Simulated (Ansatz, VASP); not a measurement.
**Two plane-wave programs on SnPbO2**

```
Sn Pb O
1.0
     3.88624    0.00000    0.00000
     0.00000    3.88624    0.00000
     0.00000    0.00000    5.11085
Sn Pb O
1 1 2
Direct
  0.50000 0.50000 0.22597
  0.00000 0.00000 0.77403
  0.50000 0.00000 0.00000
  0.00000 0.50000 0.00000
```

Alike in both runs: task single point; functional PBE; k mesh 4 × 4 × 4; occupations gaussian, width 0.1 eV; no spin polarisation.

```csv
,VASP,Ansatz
version,VASP 6.6.1,Ansatz 0.2.0
potentials or method,"VASP PAW PBE potentials, release 64 (Sn_d, Pb_d, O), cutoff 520 eV","scalar-relativistic, plane waves, PAW"
valence electrons in the cell,40,40
```

|  | VASP | Ansatz | Ansatz less VASP |
| --- | --- | --- | --- |
| gap on the k mesh at the Fermi level (eV) | 1.02 | 1.01 | -0.010 |
| least direct gap on the mesh (eV) | 2.14 | 2.17 | +0.023 |
| pressure (GPa) | 5.5 | 5.3 | -0.15 |
| traceless stress, the component that is largest in VASP (GPa) | -0.60 | -0.60 | +0.005 |
| rms of the force components (eV/Å) | 0.708 | 0.696 | -0.0114 |

Atom by atom the forces differ by 0.026 eV/Å (rms over components). The functional is the same, so the differences come from potentials, cutoffs and numerics.

Spin-orbit coupling is off throughout.
